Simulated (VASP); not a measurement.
O:

```xyz
2
Lattice="1.7637 1.0183 3.8819 -1.7637 1.0183 3.8819 0.0000 -2.0365 3.8819" Properties=species:S:1:pos:R:3 pbc="T T T"
O     0.0000    0.0000   11.0363
O     0.0000    0.0000    0.6093
```

- Program: VASP 6.6.1
- Task: relaxation of cell and atoms
- Functional: PBEsol
- Potentials or basis: VASP PAW PBE potentials, release 64 (O)
- Cutoff: 600 eV
- k mesh: 9 × 9 × 9
- Occupations: gaussian, width 0.02 eV
- Spin: collinear spin, ferromagnetic start
- Starting moments: [0.61, 0.61] μB

At the start: pressure 1.1 GPa; volume 20.91 Å³/atom.

Task: How do energy, volume and symmetry change on relaxing?

Result: Over 30 steps the energy falls by 2.2 meV/atom and the volume is 20.88 Å³/atom (-0.2 %); space group R-3m (No. 166, to 0.05 Å); moment 2.00 μB per cell.

The path:
```
step  energy change (eV)  largest force (eV/Å)  pressure (GPa)  volume (Å³)
   1              0.0000                0.6874            1.05        41.83
   2              0.2070                4.6089           -7.56        42.66
   3             -0.0029                0.0798           -0.15        41.91
   4             -0.0029                0.0043           -0.02        41.90
   5             -0.0029                0.0100            0.00        41.90
   6             -0.0030                0.0113           -0.01        41.90
   7             -0.0031                0.0114            0.00        41.89
   8             -0.0033                0.0140            0.01        41.89
   9             -0.0036                0.0253            0.02        41.87
  10             -0.0041                0.0672            0.10        41.82
  11             -0.0039                0.2355            0.41        41.68
  12             -0.0041                0.1869            0.31        41.73
  13             -0.0042                0.1839            0.31        41.73
  14             -0.0042                0.1783            0.29        41.73
  15             -0.0042                0.1657            0.27        41.74
  16             -0.0042                0.1391            0.24        41.74
  17             -0.0043                0.0878            0.16        41.74
  18             -0.0043                0.0120            0.01        41.74
  19             -0.0043                0.0237            0.07        41.74
  20             -0.0044                0.0276            0.06        41.74
  21             -0.0043                0.0580            0.12        41.74
  22             -0.0043                0.0437            0.08        41.74
  23             -0.0043                0.0354            0.08        41.74
  24             -0.0043                0.0305            0.08        41.74
  25             -0.0044                0.0307            0.08        41.74
  26             -0.0044                0.0265            0.08        41.74
  27             -0.0044                0.0211            0.06        41.75
  28             -0.0044                0.0097            0.04        41.76
  29             -0.0044                0.0111           -0.01        41.78
  30             -0.0044                0.0026            0.02        41.77
```

Final structure:
```xyz
2
Lattice="1.8042 1.0416 3.7040 -1.8042 1.0416 3.7040 0.0000 -2.0833 3.7040" Properties=species:S:1:pos:R:3 pbc="T T T"
O     0.0000    0.0000   10.4983
O     0.0000    0.0000    0.6137
```

Caveat: the standard files for N, O and F lose accuracy on very short bonds; the PAW data sets were made with another functional, which shifts forces and pressure a little.
